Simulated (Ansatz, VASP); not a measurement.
**Two plane-wave programs on Lu**

```
Lu
1.0
    -1.89132    1.89132    1.89132
     1.89132   -1.89132    1.89132
     1.89132    1.89132   -1.89132
Lu
1
Direct
  0.00000 0.00000 0.00000
```

Alike in both runs: task single point; functional revPBE; k mesh 13 × 13 × 13; occupations fermi-dirac, width 0.1 eV; no spin polarisation.

|  | VASP | Ansatz |
| --- | --- | --- |
| version | VASP 6.6.1 | Ansatz 0.2.0 |
| potentials or method | VASP PAW PBE potentials, release 64 (Lu), cutoff 520 eV | plane waves (420 eV) with PAW, scalar-relativistic |
| valence electrons in the cell | 25 | 25 |

|  | VASP | Ansatz | Ansatz less VASP |
| --- | --- | --- | --- |
| pressure (GPa) | 6.5 | 6.3 | -0.16 |

VASP's potentials were made for PBE, not for revPBE.

Neither program's run includes spin-orbit coupling.
